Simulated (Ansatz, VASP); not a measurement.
## C4N: VASP beside Ansatz

The input INCAR:

```
SYSTEM = C4N
ALGO = Normal
EDIFF = 1E-7
ENCUT = 520
GGA = PE
ISIF = 2
ISMEAR = 0
LASPH = .TRUE.
LCHARG = .FALSE.
LREAL = .FALSE.
LWAVE = .FALSE.
NBANDS = 18
NELM = 100
PREC = Accurate
SIGMA = 0.1
```

File KPOINTS:

```
k-points
0
G
  4 4 4
  0 0 0
```

File POSCAR:

```
C4N
1.0
    3.9204054600      0.0000000000      0.0000000000
    0.0000000000      3.9204054600      0.0000000000
    0.0000000000      0.0000000000      3.9204054600
C N
4 1
Direct
    0.5000000000      0.0000000000      0.0000000000
    0.0000000000      0.5000000000      0.0000000000
    0.0000000000      0.0000000000      0.5000000000
    0.5000000000      0.5000000000      0.5000000000
    0.0000000000      0.0000000000      0.0000000000
```

Input for Ansatz:

```yaml
crystal:
  lattice:
    - [3.92040546, 0.0, 0.0]
    - [0.0, 3.92040546, 0.0]
    - [0.0, 0.0, 3.92040546]
  atoms:
    - { symbol: C, position: [0.5, 0.0, 0.0] }
    - { symbol: C, position: [0.0, 0.5, 0.0] }
    - { symbol: C, position: [0.0, 0.0, 0.5] }
    - { symbol: C, position: [0.5, 0.5, 0.5] }
    - { symbol: "N", position: [0.0, 0.0, 0.0] }
basis:
  ecutwfc: 420
kpoints:
  mp_grid: { grid: [4, 4, 4] }
hamiltonian:
  xc: pbe
scf:
  occupations: { method: gaussian, width: 0.1 }
  lower_state_search: "off"
output:
  forces: true
  stress: true
  eigenvalues: true
```

Change from the starting cell: species swapped into the Co4N type (Pm-3m, No. 221).

Alike in both runs: task single point; functional PBE; k mesh 4 × 4 × 4; occupations gaussian, width 0.1 eV; no spin polarisation.

```csv
,VASP,Ansatz
version,VASP 6.6.1,Ansatz 0.2.0
potentials or method,"VASP PAW PBE potentials, release 64 (C, N), cutoff 520 eV","scalar-relativistic, plane waves, PAW"
valence electrons in the cell,21,21
```

```tsv
	VASP	Ansatz	Ansatz less VASP
gap on the k mesh at the Fermi level (eV)	none	none	-
pressure (GPa)	-27.5	-27.5	0.00
```

A gap of «none» marks a metal or a gap that the smearing closes.

The k mesh is coarse, so the values compare programs but aren't converged.
